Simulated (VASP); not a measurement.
# MgO (Fm-3m) in VASP: a series of runs, part 2 of 2

VASP 6.6.1. The steps go on from the part before.

**4. Relaxation of cell and atoms, PBE**

File INCAR:

```
SYSTEM = MgO
PREC = Accurate
ENCUT = 600
EDIFF = 1E-6
ISMEAR = 0
SIGMA = 0.02
LREAL = .False.
LASPH = .True.
NELM = 60
ALGO = Normal
ISIF = 3
LWAVE = .False.
LCHARG = .False.
GGA = PE
IBRION = 2
NSW = 100
EDIFFG = -0.005
```

File KPOINTS:

```
regular mesh
0
Gamma
  10 10 10
  0 0 0
```

File POSCAR:

```
MgO
1.0
    0.0000000000      2.1351500000      2.1351500000
    2.1351500000      0.0000000000      2.1351500000
    2.1351500000      2.1351500000      0.0000000000
Mg O
1 1
Direct
    0.0000000000      0.0000000000      0.0000000000
    0.5000000000      0.5000000000      0.5000000000
```

Potentials or basis: VASP PAW PBE potentials, release 64 (Mg, O).

Command:

```console
cat potpaw_PBE.64/Mg/POTCAR potpaw_PBE.64/O/POTCAR > POTCAR
mpirun -np 1 vasp_std > vasp.out
```

OUTCAR:

```text
SYSTEM = MgO
   PREC = Accurate
   ENCUT = 600
   EDIFF = 1E-6
   ISMEAR = 0
   LREAL = .False.
   LASPH = .True.
   NELM = 60
   ISIF = 3
   GGA = PE
   IBRION = 2
   NSW = 100
   EDIFFG = -0.005

 ion  position               nearest neighbor table
   1  0.000  0.000  0.000-   2 2.14   2 2.14   2 2.14   2 2.14   2 2.14   2 2.14
   2  0.500  0.500  0.500-   1 2.14   1 2.14   1 2.14   1 2.14   1 2.14   1 2.14

  LATTYP: Found a face centered cubic cell.
 ALAT       =     4.2703000000

  Lattice vectors:

 A1 = (   0.0000000000,   2.1351500000,   2.1351500000)
 A2 = (   2.1351500000,   0.0000000000,   2.1351500000)
 A3 = (   2.1351500000,   2.1351500000,   0.0000000000)

Analysis of symmetry for initial positions (statically):
=====================================================================
 Subroutine PRICEL returns:
 Original cell was already a primitive cell.

 Routine SETGRP: Setting up the symmetry group for a
 face centered cubic supercell.

 Subroutine GETGRP returns: Found 48 space group operations
 (whereof 48 operations were pure point group operations)
 out of a pool of 48 trial point group operations.

The static configuration has the point symmetry O_h .

Analysis of symmetry for dynamics (positions and initial velocities):
=====================================================================
 Subroutine PRICEL returns:
 Original cell was already a primitive cell.

 Routine SETGRP: Setting up the symmetry group for a
 face centered cubic supercell.

 Subroutine GETGRP returns: Found 48 space group operations
 (whereof 48 operations were pure point group operations)
 out of a pool of 48 trial point group operations.

The dynamic configuration has the point symmetry O_h .

 Subroutine INISYM returns: Found 48 space group operations
 (whereof 48 operations are pure point group operations),
 and found     1 'primitive' translations

----------------------------------------------------------------------------------------

                                     Primitive cell

  volume of cell :      19.4677

  direct lattice vectors                    reciprocal lattice vectors
     0.000000000  2.135150000  2.135150000    -0.234175585  0.234175585  0.234175585
     2.135150000  0.000000000  2.135150000     0.234175585 -0.234175585  0.234175585
     2.135150000  2.135150000  0.000000000     0.234175585  0.234175585 -0.234175585

  length of vectors
     3.019558088  3.019558088  3.019558088     0.405604011  0.405604011  0.405604011

  position of ions in fractional coordinates (direct lattice)
     0.000000000  0.000000000  0.000000000
     0.500000000  0.500000000  0.500000000

  ion indices of the primitive-cell ions
   primitive index   ion index
                 1           1
                 2           2

----------------------------------------------------------------------------------------

 KPOINTS: regular mesh

Automatic generation of k-mesh.
 Grid dimensions read from file:
[... 26 lines left out ...]
  0.400000  0.000000  0.000000      8.000000
  0.500000  0.000000  0.000000      4.000000
[... 16 lines left out ...]
  0.300000  0.300000  0.000000      6.000000
  0.400000  0.300000  0.000000     24.000000
 [... further k-points ...]
   k-points           NKPTS =     47   k-points in BZ     NKDIM =     47   number of bands    NBANDS=      8
   number of dos      NEDOS =    301   number of ions     NIONS =      2
   total plane-waves  NPLWV =  13824
   dimension x,y,z NGX =    24 NGY =   24 NGZ =   24
   dimension x,y,z NGXF=    48 NGYF=   48 NGZF=   48
   ions per type =               1   1
   NGX,Y,Z   is equivalent  to a cutoff of  13.21, 13.21, 13.21 a.u.
   NGXF,Y,Z  is equivalent  to a cutoff of  26.43, 26.43, 26.43 a.u.
 SYSTEM =  MgO
   PREC   = accura    normal or accurate (medium, high low for compatibility)
   ISTART =      0    job   : 0-new  1-cont  2-samecut
   ICHARG =      2    charge: 1-file 2-atom 10-const
   ISPIN  =      1    spin polarized calculation?
   LNONCOLLINEAR =      F non collinear calculations
   LSORBIT =      F    spin-orbit coupling
   LASPH  =      T    aspherical Exc in radial PAW
   ENCUT  =  600.0 eV  44.10 Ry    6.64 a.u.   6.03  6.03  6.03*2*pi/ulx,y,z
   NELM   =     60;   NELMIN=  2; NELMDL= -5     # of ELM steps
   EDIFF  = 0.1E-05   stopping-criterion for ELM
   LREAL  =      F    real-space projection
   EDIFFG = -.5E-02   stopping-criterion for IOM
   NSW    =    100    number of steps for IOM
   IBRION =      2    ionic relax: 0-MD 1-quasi-New 2-CG
   NFREE  =      1    steps in history (QN), initial steepest desc. (CG)
   ISIF   =      3    stress and relaxation
   ISYM   =      2    0-nonsym 1-usesym 2-fastsym
   POTIM  = 0.5000    time-step for ionic-motion
   TEBEG  =    0.0;   TEEND  =   0.0 temperature during run
   PSTRESS=    0.0 pullay stress
   NELECT =       8.0000    total number of electrons
   NUPDOWN=      -1.0000    fix difference up-down
   EMIN   =  10.00;   EMAX   =-10.00  energy-range for DOS
   EFERMI =   0.00;   METHOD = LEGACY
   ISMEAR =     0;   SIGMA  =   0.02  broadening in eV -4-tet -1-fermi 0-gaus
   EFERMI_NEDOS =   21; number of points for ismear=-14 and -15
   IALGO  =     38    algorithm
   IMIX   =      4    mixing-type and parameters
     AMIX     =   0.40;   BMIX     =  1.00
     AMIX_MAG =   1.60;   BMIX_MAG =  1.00
  volume/ion in A,a.u.               =       9.73        65.69
  Fermi-wavevector in a.u.,A,eV,Ry     =   1.217119  2.300022 20.155386  1.481379
  Thomas-Fermi vector in A             =   2.352450
   LORBIT       =      0    0 simple, 1 ext, 2 COOP (PROOUT), +10 PAW based schemes
   GGA     = PE    functional components
   LHFCALC =     F    Hartree Fock is set to
   AEXX    =    0.0000 exact exchange contribution
   IVDW    =     0    specifies the selected vdW correction
   LEPSILON=     F    determine dielectric tensor
   LRPA    =     F    only Hartree local field effects (RPA)
 conjugate gradient relaxation of ions
 non-spin polarized calculation
 Gauss-broadening in eV      SIGMA  =   0.02
  energy-cutoff  :      600.00
  volume of cell :       19.47
 maximum number of plane-waves:       666
   NGX = 13   NGY = 13   NGZ = 13

--------------------------------------- Ionic step        1  -------------------------------------------

 number of electron       8.0000002 magnetization

 Free energy of the ion-electron system (eV)
  ---------------------------------------------------
  ext. energy  EPLUGINS =         0.00000000
  ---------------------------------------------------
  free energy    TOTEN  =       -11.91284471 eV

  energy without entropy =      -11.91284471  energy(sigma->0) =      -11.91284471

------------------------ aborting loop because EDIFF is reached ----------------------------------------

  FORCE on cell =-STRESS in cart. coord.  units (eV):
  Direction    XX          YY          ZZ          XY          YZ          ZX
  --------------------------------------------------------------------------------------
  -------------------------------------------------------------------------------------
  Total       -0.3272358     -0.3272358     -0.3272358     -0.0000000      0.0000000     -0.0000000
  in kB      -26.9312350    -26.9312350    -26.9312350     -0.0000000      0.0000000     -0.0000000
  external PRESSURE =     -26.9312350 kB  Pullay stress =       0.0000000 kB
[... 59 lines left out ...]
--------------------------------------- Ionic step        3  -------------------------------------------

 number of electron       8.0000005 magnetization

 Free energy of the ion-electron system (eV)
  ---------------------------------------------------
  ext. energy  EPLUGINS =         0.00000000
  ---------------------------------------------------
  free energy    TOTEN  =       -11.91580665 eV

  energy without entropy =      -11.91580665  energy(sigma->0) =      -11.91580665

 E-fermi :   3.1128     XC(G=0): -10.9694

 val. band max:        3.0135499593   @ k =   0.0000   0.0000   0.0000
 cond. band min:       7.5201793408   @ k =   0.0000   0.0000   0.0000
 fundamental gap:      4.5066293814
 Fermi energy:         3.1128302211

 k-point     1 :       0.0000    0.0000    0.0000
  band No.  band energies     occupation
      1     -14.1321      2.00000
      2       3.0135      2.00000
      3       3.0135      2.00000
      4       3.0135      2.00000
      5       7.5202      0.00000
      6      18.6852      0.00000
      7      18.6852      0.00000
      8      18.6852      0.00000
[... 243 lines left out ...]
 k-point    24 :       0.4000    0.3000    0.0000
  band No.  band energies     occupation
      1     -12.9468      2.00000
      2      -0.4863      2.00000
      3       1.7441      2.00000
      4       1.9571      2.00000
      5      12.3624      0.00000
      6      13.1193      0.00000
      7      16.3724      0.00000
      8      20.8906      0.00000

 [... further k-points ...]
[... 5 lines left out ...]
  --------------------------------------------------------------------------------------
  -------------------------------------------------------------------------------------
  Total       -0.0009752     -0.0009752     -0.0009752      0.0000000      0.0000000      0.0000000
  in kB       -0.0817234     -0.0817234     -0.0817234      0.0000000      0.0000000      0.0000000
  external PRESSURE =      -0.0817234 kB  Pullay stress =       0.0000000 kB
[... 17 lines left out ...]
  FREE ENERGIE OF THE ION-ELECTRON SYSTEM (eV)
  ---------------------------------------------------
  free  energy   TOTEN  =       -11.9158066452 eV

  energy  without entropy=      -11.9158066452  energy(sigma->0) =      -11.91580665

 reached required accuracy - stopping structural energy minimisation
```

OSZICAR:

```text
N       E                     dE             d eps       ncg     rms          rms(c)
DAV:   1     0.215490899215E+02    0.21549E+02   -0.52154E+03   856   0.101E+03
DAV:   2    -0.128973239770E+02   -0.34446E+02   -0.33190E+02   856   0.161E+02
DAV:   3    -0.134657887027E+02   -0.56846E+00   -0.56846E+00   928   0.244E+01
[... 19 lines left out ...]
DAV:   1    -0.119175630580E+02   -0.20389E-02   -0.37890E-02   752   0.199E+00    0.317E-01
DAV:   2    -0.119158338998E+02    0.17292E-02   -0.12658E-02   752   0.829E-01    0.303E-02
DAV:   3    -0.119158152057E+02    0.18694E-04   -0.10803E-04   848   0.129E-01    0.191E-02
DAV:   4    -0.119158068888E+02    0.83169E-05   -0.95420E-06   784   0.340E-02    0.424E-03
DAV:   5    -0.119158066452E+02    0.24361E-06   -0.10821E-06   424   0.817E-03
   3 F= -.11915807E+02 E0= -.11915807E+02  d E =-.296193E-02
```

CONTCAR:

```text
MgO
   1.00000000000000
    -0.0000000000000000    2.1222947934435763    2.1222947934435763
     2.1222947934435763    0.0000000000000000    2.1222947934435763
     2.1222947934435763    2.1222947934435763   -0.0000000000000000
  Mg              O
     1     1
Direct
     0.0000000000000000    0.0000000000000000    0.0000000000000000
     0.5000000000000000    0.5000000000000000    0.5000000000000000

  0.00000000E+00  0.00000000E+00  0.00000000E+00
  0.00000000E+00  0.00000000E+00  0.00000000E+00
```

It took 14 s on 1 thread of Intel Xeon Platinum 8124M at 3.00GHz (Skylake/Cascade Lake), shared host; peak memory 0.15 GiB.

Results:

```
Free energy                            : -11.9158 eV
Relaxed volume                         : 9.56 Å³/atom
Relaxed cell                           : a = 3.001 Å, b = 3.001 Å, c = 3.001 Å, α = 60.00°, β = 60.00°, γ = 60.00°
Space group after relaxing (to 0.05 Å) : Fm-3m (No. 225)
Energy gained by relaxing              : 1.5 meV/atom
Ionic steps                            : 3
Pressure after relaxing                : 0.0 GPa
Band gap on the k mesh                 : 4.51 eV, direct
```

Step by step:
| step | energy change (eV) | largest force (eV/Å) | pressure (GPa) | volume (Å³) |
| --- | --- | --- | --- | --- |
| 1 | 0.0000 | 0.0000 | -2.69 | 19.47 |
| 2 | -0.0027 | 0.0000 | 0.86 | 19.01 |
| 3 | -0.0030 | 0.0000 | -0.01 | 19.12 |

Final structure:
```
Mg O
1.0
     0.00000    2.12229    2.12229
     2.12229    0.00000    2.12229
     2.12229    2.12229    0.00000
Mg O
1 1
Cartesian
  0.0000 0.0000 0.0000
  2.1223 2.1223 2.1223
```

As with any semilocal functional, this PBE gap is likely too small.

**5. How close it comes**

Step 3. Measured gap of MgO: 7.83 eV (quoted in “Electronic structure of alkaline earth and post-transition metal oxides”, 2009, arxiv:0908.1581). This calculation gives 4.44 eV (-3.39 eV). The value is that of PBE, without temperature or zero-point motion. Semilocal functionals fall short of measured gaps as a rule.
